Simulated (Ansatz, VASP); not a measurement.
**CaB2: VASP beside Ansatz**

```
Ca B
1.0
     3.22643    0.00000    0.00000
    -1.61322    2.79417    0.00000
     0.00000    0.00000    4.06739
Ca B
1 2
Direct
  0.00000 0.00000 0.00000
  0.33333 0.66667 0.50000
  0.66667 0.33333 0.50000
```

Alike in both runs: task relaxation of cell and atoms; functional PBE; k mesh 18 × 18 × 10; occupations gaussian, width 0.1 eV; no spin polarisation.

|  | VASP | Ansatz |
| --- | --- | --- |
| version | VASP 6.6.1 | Ansatz 0.2.0 |
| potentials or method | VASP PAW PBE potentials, release 64 (Ca_sv, B), cutoff 600 eV | scalar-relativistic, plane waves, PAW |
| valence electrons in the cell | 16 | 16 |

```tsv
	VASP	Ansatz	Ansatz less VASP
gap on the k mesh at the Fermi level, each at its own relaxed structure (eV)	none	none	-
relaxed volume (Å³/atom)	12.21	12.18	-0.033
relaxed cell length with the largest relative difference (Å)	4.078	4.072	-0.0068
```

A gap of «none» marks a metal or a gap that the smearing closes.
